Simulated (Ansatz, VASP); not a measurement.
Two plane-wave programs on Al3BSb2

```
Al B Sb
1.0
     3.25586    0.00000    0.00000
     0.00000    3.25586    0.00000
     0.00000    0.00000   10.87763
Al B Sb
3 1 2
Direct
  0.50000 0.50000 0.00000
  0.00000 0.50000 0.41539
  0.50000 0.00000 0.58461
  0.00000 0.00000 0.00000
  0.00000 0.50000 0.75528
  0.50000 0.00000 0.24472
```

Change from the starting cell: species swapped into the Zr2CuSb3 type (P-4m2, No. 115).

Alike in both runs: functional PBE; k mesh 4 × 4 × 2; occupations gaussian, width 0.2 eV; no spin polarisation.

Ansatz relaxed the structure, and its values are those at the end. VASP's run is a single point on that final structure, the one shown.

|  | VASP | Ansatz |
| --- | --- | --- |
| version | VASP 6.6.1 | Ansatz 0.2.0 |
| potentials or method | VASP PAW PBE potentials, release 64 (Al, B, Sb), cutoff 500 eV | scalar-relativistic, plane waves, PAW |
| valence electrons in the cell | 22 | 42 |

```tsv
	VASP	Ansatz	Ansatz less VASP
gap on the k mesh at the Fermi level (eV)	none	none	-
pressure (GPa)	0.2	0.2	-0.03
rms of the force components (eV/Å)	0.010	0.007	-0.0030
```

A gap of «none» marks a metal or a gap that the smearing closes. VASP's potentials hold 22 valence electrons a cell and Ansatz's 42, so a difference there can come from the potentials and not from the codes.

The k mesh is coarse, so the values compare programs but aren't converged. Spin-orbit coupling is off throughout.
